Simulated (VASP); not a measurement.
# GaN in VASP: further runs

Runs on GaN. Level: PBE. Tasks: single point, relaxation of cell and atoms.

All numbers are computed with VASP 6.6.1; they aren't measurements. Logs are shortened: lines on timing, memory, paths and dates and some standing lists are left out, and cuts for length are marked.

## (1) The cell of the first run

Symmetry: Cc, No. 9, monoclinic system. The conventional cell has a = 3.218 Å, b = 5.574 Å, c = 5.247 Å, α = 90.00°, β = 92.29°, γ = 90.00°. Ga (site symmetry 1) has 4 N at 1.96 to 1.98 Å within 2.6 Å. N (site symmetry 1) has 4 Ga at 1.96 to 1.98 Å within 2.6 Å.

## (2) Single point, PBE

INCAR reads:

```
PREC = Accurate ; ENCUT = 520
EDIFF = 1E-6 ; ISMEAR = 0
SIGMA = 0.02 ; LREAL = F
LASPH = T ; NELM = 60
ALGO = Normal ; ISIF = 2
LWAVE = F ; LCHARG = F
GGA = PE ; NBANDS = 26
```

KPOINTS reads:

```
Automatic mesh
0
Gamma
  12 12 6
```

POSCAR reads:

```
GaN
1.0
    3.2183708182      0.0000000000      0.0000000000
   -1.6091854091      2.7871908873      0.0000000000
    0.2097267374      0.0000000000      5.2431684352
Ga N
2 2
Direct
    0.6642414758      0.3334338984      0.4992394118
    0.3308075773      0.6665661016      0.9992394118
    0.6689024573      0.3328539676      0.8757605882
    0.3360484896      0.6671460324      0.3757605882
```

Potentials or basis: VASP PAW PBE potentials, release 64 (Ga_d, N).

The run is started by

```
$ cat potpaw_PBE.64/Ga_d/POTCAR potpaw_PBE.64/N/POTCAR > POTCAR
$ mpirun -np 1 vasp_std > vasp.out
```

OUTCAR:

```text
PREC = Accurate
   ENCUT = 520
   EDIFF = 1E-6
   ISMEAR = 0
   LREAL = F
   LASPH = T
   NELM = 60
   ISIF = 2
   GGA = PE

 ion  position               nearest neighbor table
   1  0.664  0.333  0.499-   4 1.96   4 1.97   4 1.98   3 1.98
   2  0.331  0.667  0.999-   3 1.96   3 1.97   3 1.98   4 1.98
   3  0.669  0.333  0.876-   2 1.96   2 1.97   2 1.98   1 1.98
   4  0.336  0.667  0.376-   1 1.96   1 1.97   1 1.98   2 1.98

  LATTYP: Found a base centered monoclinic cell.
 ALAT       =     3.2183708182
 B/A-ratio  =     1.7320508075
 C/A-ratio  =     1.6304402413
 COS(beta)  =    -0.0399680383

  Lattice vectors:

 A1 = (  -1.6091854091,   2.7871908873,   0.0000000000)
 A2 = (  -1.6091854091,  -2.7871908873,   0.0000000000)
 A3 = (   0.2097267374,   0.0000000000,   5.2431684352)

Analysis of symmetry for initial positions (statically):
=====================================================================
 Subroutine PRICEL returns:
 Original cell was already a primitive cell.

 Routine SETGRP: Setting up the symmetry group for a
 base centered monoclinic supercell.

 Subroutine GETGRP returns: Found  2 space group operations
 (whereof  1 operations were pure point group operations)
 out of a pool of  4 trial point group operations.

The static configuration has the point symmetry C_1 .
 The point group associated with its full space group is C_1h.

Analysis of symmetry for dynamics (positions and initial velocities):
=====================================================================
 Subroutine PRICEL returns:
 Original cell was already a primitive cell.

 Routine SETGRP: Setting up the symmetry group for a
 base centered monoclinic supercell.

 Subroutine GETGRP returns: Found  2 space group operations
 (whereof  1 operations were pure point group operations)
 out of a pool of  4 trial point group operations.

The dynamic configuration has the point symmetry C_1 .
 The point group associated with its full space group is C_1h.

 Subroutine INISYM returns: Found  2 space group operations
 (whereof  1 operations are pure point group operations),
 and found     1 'primitive' translations

----------------------------------------------------------------------------------------

                                     Primitive cell

  volume of cell :      47.0323

  direct lattice vectors                    reciprocal lattice vectors
     3.218370818  0.000000000  0.000000000     0.310716215  0.179392091 -0.012428649
    -1.609185409  2.787190887  0.000000000     0.000000000  0.358784181  0.000000000
     0.209726737  0.000000000  5.243168435     0.000000000  0.000000000  0.190724371

  length of vectors
     3.218370818  3.218370818  5.247361293     0.358999387  0.358784181  0.190724371

  position of ions in fractional coordinates (direct lattice)
     0.664241476  0.333433898  0.499239412
     0.330807577  0.666566102  0.999239412
     0.668902457  0.332853968  0.875760588
     0.336048490  0.667146032  0.375760588

  ion indices of the primitive-cell ions
   primitive index   ion index
                 1           1
                 2           2
                 3           3
                 4           4

----------------------------------------------------------------------------------------

 KPOINTS: Automatic mesh

Automatic generation of k-mesh.
 Grid dimensions read from file:
 generate k-points for:   12   12    6

 Generating k-lattice:

  Cartesian coordinates                     Fractional coordinates (reciprocal lattice)
     0.025893018  0.014949341 -0.001035721     0.083333333 -0.000000000  0.000000000
     0.000000000  0.029898682  0.000000000     0.000000000  0.083333333  0.000000000
     0.000000000  0.000000000  0.031787395     0.000000000  0.000000000  0.166666667

  Length of vectors
     0.029916616  0.029898682  0.031787395

  Shift w.r.t. Gamma in fractional coordinates (k-lattice)
     0.000000000  0.000000000  0.000000000

 Subroutine IBZKPT returns following result:
 ===========================================

 Found    242 irreducible k-points:

 Following reciprocal coordinates:
            Coordinates               Weight
  0.000000  0.000000  0.000000      1.000000
  0.083333  0.000000  0.000000      4.000000
  0.166667  0.000000 -0.000000      4.000000
  0.250000  0.000000  0.000000      4.000000
  0.333333  0.000000  0.000000      4.000000
  0.416667  0.000000 -0.000000      4.000000
[... 16 lines left out ...]
  0.333333  0.166667  0.000000      4.000000
  0.416667  0.166667 -0.000000      4.000000
 [... further k-points ...]
   k-points           NKPTS =    242   k-points in BZ     NKDIM =    242   number of bands    NBANDS=     26
   number of dos      NEDOS =    301   number of ions     NIONS =      4
   total plane-waves  NPLWV =  23040
   dimension x,y,z NGX =    24 NGY =   24 NGZ =   40
   dimension x,y,z NGXF=    48 NGYF=   48 NGZF=   80
   ions per type =               2   2
   NGX,Y,Z   is equivalent  to a cutoff of  12.40, 12.40, 12.67 a.u.
   NGXF,Y,Z  is equivalent  to a cutoff of  24.79, 24.79, 25.35 a.u.
 SYSTEM =  unknown system
   PREC   = accura    normal or accurate (medium, high low for compatibility)
   ISTART =      0    job   : 0-new  1-cont  2-samecut
   ICHARG =      2    charge: 1-file 2-atom 10-const
   ISPIN  =      1    spin polarized calculation?
   LNONCOLLINEAR =      F non collinear calculations
   LSORBIT =      F    spin-orbit coupling
   LASPH  =      T    aspherical Exc in radial PAW
   ENCUT  =  520.0 eV  38.22 Ry    6.18 a.u.   5.98  5.98  9.76*2*pi/ulx,y,z
   NELM   =     60;   NELMIN=  2; NELMDL= -5     # of ELM steps
   EDIFF  = 0.1E-05   stopping-criterion for ELM
   LREAL  =      F    real-space projection
   EDIFFG = 0.1E-04   stopping-criterion for IOM
   NSW    =      0    number of steps for IOM
   IBRION =     -1    ionic relax: 0-MD 1-quasi-New 2-CG
   NFREE  =      0    steps in history (QN), initial steepest desc. (CG)
   ISIF   =      2    stress and relaxation
   ISYM   =      2    0-nonsym 1-usesym 2-fastsym
   POTIM  = 0.5000    time-step for ionic-motion
   TEBEG  =    0.0;   TEEND  =   0.0 temperature during run
   PSTRESS=    0.0 pullay stress
   NELECT =      36.0000    total number of electrons
   NUPDOWN=      -1.0000    fix difference up-down
   EMIN   =  10.00;   EMAX   =-10.00  energy-range for DOS
   EFERMI =   0.00;   METHOD = LEGACY
   ISMEAR =     0;   SIGMA  =   0.02  broadening in eV -4-tet -1-fermi 0-gaus
   EFERMI_NEDOS =   21; number of points for ismear=-14 and -15
   IALGO  =     38    algorithm
   IMIX   =      4    mixing-type and parameters
     AMIX     =   0.40;   BMIX     =  1.00
     AMIX_MAG =   1.60;   BMIX_MAG =  1.00
  volume/ion in A,a.u.               =      11.76        79.35
  Fermi-wavevector in a.u.,A,eV,Ry     =   1.497534  2.829930 30.512550  2.242609
  Thomas-Fermi vector in A             =   2.609410
   LORBIT       =      0    0 simple, 1 ext, 2 COOP (PROOUT), +10 PAW based schemes
   GGA     = PE    functional components
   LHFCALC =     F    Hartree Fock is set to
   AEXX    =    0.0000 exact exchange contribution
   IVDW    =     0    specifies the selected vdW correction
   LEPSILON=     F    determine dielectric tensor
   LRPA    =     F    only Hartree local field effects (RPA)
 non-spin polarized calculation
 Gauss-broadening in eV      SIGMA  =   0.02
  energy-cutoff  :      520.00
  volume of cell :       47.03
 maximum number of plane-waves:      1289
   NGX = 11   NGY = 11   NGZ = 19

 number of electron      35.9999970 magnetization

 Free energy of the ion-electron system (eV)
  ---------------------------------------------------
  ext. energy  EPLUGINS =         0.00000000
  ---------------------------------------------------
  free energy    TOTEN  =       -24.30694153 eV

  energy without entropy =      -24.30694153  energy(sigma->0) =      -24.30694153

 E-fermi :   5.1953     XC(G=0): -11.5166

 val. band max:        5.1008157698   @ k =   0.0000   0.0000   0.0000
 cond. band min:       6.7088935459   @ k =   0.0000   0.0000   0.0000
 fundamental gap:      1.6080777761
 Fermi energy:         5.1953414628

 k-point     1 :       0.0000    0.0000    0.0000
  band No.  band energies     occupation
      1     -10.7244      2.00000
      2      -9.8999      2.00000
      3      -8.4204      2.00000
      4      -8.4013      2.00000
      5      -8.3948      2.00000
      6      -8.3439      2.00000
[... 18 lines left out ...]
     25      16.4869      0.00000
     26      16.5103      0.00000

 k-point     2 :       0.0833    0.0000    0.0000
  band No.  band energies     occupation
      1     -10.6600      2.00000
      2      -9.8844      2.00000
      3      -8.4126      2.00000
      4      -8.3913      2.00000
      5      -8.3741      2.00000
      6      -8.3365      2.00000
[... 18 lines left out ...]
     25      16.1481      0.00000
     26      16.6486      0.00000

 k-point     3 :       0.1667    0.0000   -0.0000
  band No.  band energies     occupation
      1     -10.4860      2.00000
      2      -9.8465      2.00000
      3      -8.3891      2.00000
      4      -8.3684      2.00000
      5      -8.3222      2.00000
      6      -8.2978      2.00000
[... 18 lines left out ...]
     25      16.1691      0.00000
     26      16.9952      0.00000

 k-point     4 :       0.2500    0.0000    0.0000
  band No.  band energies     occupation
      1     -10.2608      2.00000
      2      -9.8056      2.00000
      3      -8.3653      2.00000
      4      -8.3461      2.00000
      5      -8.2843      2.00000
      6      -8.2508      2.00000
[... 18 lines left out ...]
     25      16.2966      0.00000
     26      17.4432      0.00000
[... 496 lines left out ...]
      1      -9.9971      2.00000
      2      -9.7689      2.00000
      3      -8.3667      2.00000
      4      -8.3093      2.00000
      5      -8.2429      2.00000
      6      -8.2193      2.00000
[... 18 lines left out ...]
     25      15.6564      0.00000
     26      18.4982      0.00000

 k-point    23 :       0.3333    0.1667    0.0000
  band No.  band energies     occupation
      1      -9.8974      2.00000
      2      -9.7612      2.00000
      3      -8.3757      2.00000
      4      -8.2994      2.00000
      5      -8.2244      2.00000
      6      -8.2015      2.00000
[... 18 lines left out ...]
     25      16.5127      0.00000
     26      18.2598      0.00000

 k-point    24 :       0.4167    0.1667   -0.0000
  band No.  band energies     occupation
      1      -9.8638      2.00000
      2      -9.7608      2.00000
      3      -8.3794      2.00000
      4      -8.2978      2.00000
      5      -8.2211      2.00000
      6      -8.1972      2.00000
[... 18 lines left out ...]
     25      17.4262      0.00000
     26      17.7594      0.00000

 [... further k-points ...]

------------------------ aborting loop because EDIFF is reached ----------------------------------------

  FORCE on cell =-STRESS in cart. coord.  units (eV):
  Direction    XX          YY          ZZ          XY          YZ          ZX
  --------------------------------------------------------------------------------------
  -------------------------------------------------------------------------------------
  Total       -0.0428975      0.0465345      0.0634047      0.0000000      0.0000000     -1.0440692
  in kB       -1.4613210      1.5852190      2.1599088      0.0000000      0.0000000    -35.5666746
  external PRESSURE =       0.7612690 kB  Pullay stress =       0.0000000 kB

 VOLUME and BASIS-vectors are now :
 -----------------------------------------------------------------------------
  energy-cutoff  :      520.00
  volume of cell :       47.03
      direct lattice vectors                 reciprocal lattice vectors
     3.218370818  0.000000000  0.000000000     0.310716215  0.179392091 -0.012428649
    -1.609185409  2.787190887  0.000000000     0.000000000  0.358784181  0.000000000
     0.209726737  0.000000000  5.243168435     0.000000000  0.000000000  0.190724371

 POSITION                                       TOTAL-FORCE (eV/Angst)
 -----------------------------------------------------------------------------------
      1.70592      0.92934      2.61760         0.000478     -0.001296      0.000088
      0.20160      1.85785      5.23918         0.000478      0.001296      0.000088
      1.80082      0.92773      4.59176        -0.000478     -0.001107     -0.000088
      0.08677      1.85946      1.97018        -0.000478      0.001107     -0.000088
 -----------------------------------------------------------------------------------
    total drift:                               -0.000839     -0.000001     -0.000684

  FREE ENERGIE OF THE ION-ELECTRON SYSTEM (eV)
  ---------------------------------------------------
  free  energy   TOTEN  =       -24.3069415266 eV

  energy  without entropy=      -24.3069415266  energy(sigma->0) =      -24.30694153
```

Wall time 83 s (1 thread of Intel Xeon 6975P-C (Granite Rapids), shared host); peak memory 0.34 GiB.

What came out:

* Free energy: -24.3069 eV
* Pressure: 0.1 GPa
* Band gap on the k mesh: 1.61 eV

Levels at points of the mesh, in eV from the valence-band top:
| k point | band 14 | band 15 | band 16 | band 17 | band 18 | band 19 | band 20 | band 21 | band 22 | band 23 |
| --- | --- | --- | --- | --- | --- | --- | --- | --- | --- | --- |
| (0.00, 0.00, 0.00) | -1.09 | -1.08 | -0.22 | -0.09 | 0.00 | 1.61 | 3.98 | 8.88 | 9.63 | 9.65 |
| (0.50, 0.00, 0.00) | -5.31 | -4.12 | -2.72 | -2.20 | -1.05 | 4.89 | 5.26 | 5.86 | 8.26 | 10.03 |
| (0.00, 0.50, 0.00) | -5.29 | -4.15 | -2.72 | -2.22 | -1.05 | 4.90 | 5.23 | 5.90 | 8.25 | 10.02 |
| (0.00, 0.00, 0.50) | -3.88 | -0.64 | -0.64 | -0.56 | -0.56 | 3.96 | 3.96 | 8.21 | 8.21 | 9.99 |
| (0.50, 0.00, 0.50) | -6.40 | -2.10 | -1.97 | -1.94 | -1.75 | 4.11 | 4.30 | 7.24 | 7.74 | 9.56 |
| (0.00, 0.50, 0.50) | -6.53 | -2.01 | -2.01 | -1.87 | -1.87 | 4.20 | 4.20 | 7.49 | 7.49 | 9.66 |

## (3) Single point, PBE (uniaxial strain along a: -4.0 %, then relaxed in part)

INCAR: that of step 2 with these lines changed.

```diff
@@ -3,3 +3,3 @@
 SIGMA = 0.02 ; LREAL = F
-LASPH = T ; NELM = 60
+LASPH = T ; NELM = 100
 ALGO = Normal ; ISIF = 2
```

KPOINTS is that of step 2.

POSCAR reads:

```
GaN
1.0
    3.0896354800     -0.0017671683      0.0000000000
   -1.5464278616      2.8218220123      0.0000000000
    0.0000000000      0.0000000000      5.2750308643
Ga N
2 2
Direct
    0.6650288088      0.3301676547      0.5008229765
    0.3349711912      0.6698323453      1.0008229765
    0.6615041568      0.3234641208      0.8741770235
    0.3384958432      0.6765358792      0.3741770235
```

Potentials or basis: VASP PAW PBE potentials, release 64 (Ga_d, N).

The run is started by

```
$ cat potpaw_PBE.64/Ga_d/POTCAR potpaw_PBE.64/N/POTCAR > POTCAR
$ mpirun -np 1 vasp_std > vasp.out
```

It took 99 s on 1 thread of Intel Xeon 6975P-C (Granite Rapids), shared host; peak memory 0.38 GiB.

Results (log left out):

* Free energy: -24.2576 eV
* Pressure: 4.1 GPa
* Band gap on the k mesh: 1.59 eV

Stress tensor (GPa, compression positive):
```
12.06  0.11  0.00
 0.11  0.13  0.00
 0.00  0.00  0.09
```

Levels at points of the mesh, in eV from the valence-band top:
```csv
k point,band 15,band 16,band 17,band 18,band 19,band 20,band 21,band 22
"(0.00, 0.00, 0.00)",-0.89,-0.34,-0.34,0.00,1.59,4.14,8.78,9.56
"(0.50, 0.00, 0.00)",-4.34,-3.02,-2.35,-1.32,4.65,5.04,5.63,8.35
"(0.00, 0.50, 0.00)",-4.49,-2.57,-2.42,-0.87,5.62,5.65,5.79,7.99
"(0.50, 0.50, 0.00)",-4.35,-3.01,-2.36,-1.31,4.68,5.06,5.63,8.34
"(0.00, 0.00, 0.50)",-0.88,-0.88,-0.46,-0.46,4.01,4.01,8.09,8.09
"(0.50, 0.00, 0.50)",-2.25,-2.25,-2.16,-2.16,4.03,4.03,7.37,7.37
"(0.00, 0.50, 0.50)",-2.22,-2.22,-1.70,-1.70,4.18,4.18,7.83,7.83
"(0.50, 0.50, 0.50)",-2.24,-2.24,-2.16,-2.16,4.03,4.03,7.38,7.38
```

Caveat: the cell differs from its parent crystal (uniaxial strain along a: -4.0 %, then relaxed in part); the cell stands under pressure.

## (4) Relaxation of cell and atoms, PBE

This run uses another cell than the first one, of 11.43 Å³/atom.

INCAR reads:

```
SYSTEM = GaN
ALGO = Normal
EDIFF = 1E-6
EDIFFG = -0.005
ENCUT = 600
GGA = PE
IBRION = 2
ISIF = 3
ISMEAR = 0
LASPH = .True.
LCHARG = .False.
LREAL = .False.
LWAVE = .False.
NELM = 60
NSW = 100
PREC = Accurate
SIGMA = 0.02
```

KPOINTS reads:

```
k-points
0
Gamma
  12 12 6
  0 0 0
```

POSCAR reads:

```
GaN
1.0
    3.1889304035      0.0000000000      0.0000000000
   -1.5944652018      2.7616947404      0.0000000000
    0.0000000000      0.0000000000      5.1923572500
Ga N
2 2
Direct
    0.6666666700      0.3333333300      0.4990837100
    0.3333333300      0.6666666700      0.9990837100
    0.6666666700      0.3333333300      0.8759162900
    0.3333333300      0.6666666700      0.3759162900
```

The run is started by

```
$ cat potpaw_PBE.64/Ga_d/POTCAR potpaw_PBE.64/N/POTCAR > POTCAR
$ mpirun -np 1 vasp_std > vasp.out
```

Run time: 12 min. Hardware: 1 thread of AMD EPYC 7R13, shared host; peak memory 0.22 GiB.

It converged, with:

```yaml
Free_energy: -24.3290 eV
Relaxed_volume: 11.75 Å³/atom
Relaxed_cell: a = 3.218 Å, b = 3.218 Å, c = 5.242 Å, α = 90.00°, β = 90.00°, γ = 120.00°
Space_group_after_relaxing_to_0.1_Å: P6_3mc (No. 186)
Energy_gained_by_relaxing: 5.0 meV/atom
Ionic_steps: 7
Pressure_after_relaxing: 0.0 GPa
Band_gap_on_the_k_mesh: 1.72 eV
```

Stress tensor (GPa, compression positive):
```
-0.06  0.00  0.00
 0.00 -0.06  0.00
 0.00  0.00  0.02
```

The path:
```
step  energy change (eV)  largest force (eV/Å)  pressure (GPa)  volume (Å³)
   1              0.0000                0.0058            5.04        45.73
   2             -0.0062                0.0042           -3.78        48.15
   3             -0.0200                0.0003            0.03        47.03
   4             -0.0200                0.0002           -0.47        47.05
   5             -0.0196                0.0039            0.70        46.84
   6             -0.0200                0.0010            0.06        47.00
   7             -0.0200                0.0011           -0.03        47.01
```

Final structure:
```cif
data_structure
_symmetry_space_group_name_H-M 'P 1'
_symmetry_Int_Tables_number 1
_cell_length_a 3.2180
_cell_length_b 3.2180
_cell_length_c 5.2415
_cell_angle_alpha 90.000
_cell_angle_beta 90.000
_cell_angle_gamma 120.000
_cell_volume 47.01
loop_
_atom_site_label
_atom_site_type_symbol
_atom_site_fract_x
_atom_site_fract_y
_atom_site_fract_z
_atom_site_occupancy
Ga1 Ga 0.66667 0.33333 0.49911 1
Ga2 Ga 0.33333 0.66667 0.99911 1
N1 N 0.66667 0.33333 0.87589 1
N2 N 0.33333 0.66667 0.37589 1
```

Levels at points of the mesh, in eV from the valence-band top:
```
           k point  band 15  band 16  band 17  band 18  band 19  band 20  band 21  band 22
(0.00, 0.00, 0.00)    -1.00    -0.04     0.00     0.00     1.72     4.07     9.03     9.73
(0.50, 0.00, 0.00)    -4.07    -2.64    -2.12    -0.96     4.98     5.38     5.98     8.35
(0.00, 0.00, 0.50)    -0.51    -0.51    -0.51    -0.51     4.06     4.06     8.32     8.32
(0.50, 0.00, 0.50)    -1.87    -1.87    -1.83    -1.83     4.31     4.31     7.58     7.58
```

## (5) Summary

```csv
task,cell,cutoff (eV),gap on the mesh (eV),pressure (GPa)
single point,"a = 3.218, b = 3.218, c = 5.247 Å, angles 91.1, 87.7, 120.0°, 4 atoms, atomic positions A",520,1.61,0.1
single point,"a = 3.090, b = 3.218, c = 5.275 Å, angles 90.0, 90.0, 118.8°, 4 atoms, atomic positions B",520,1.59,4.1
relaxation of cell and atoms,"relaxed from a = 3.189, b = 3.189, c = 5.192 Å, angles 90.0, 90.0, 120.0°, 4 atoms, atomic positions C",600,1.72,0.0
```

Alike in all rows: level PBE; potentials or basis VASP PAW PBE potentials, release 64 (Ga_d, N); no spin polarisation; k mesh 12 × 12 × 6; smearing gaussian 0.02 eV.

Caveats: the cell stands under pressure (at least some runs).

Total energies depend on the potentials used, so only differences within one code and one set of settings carry meaning.
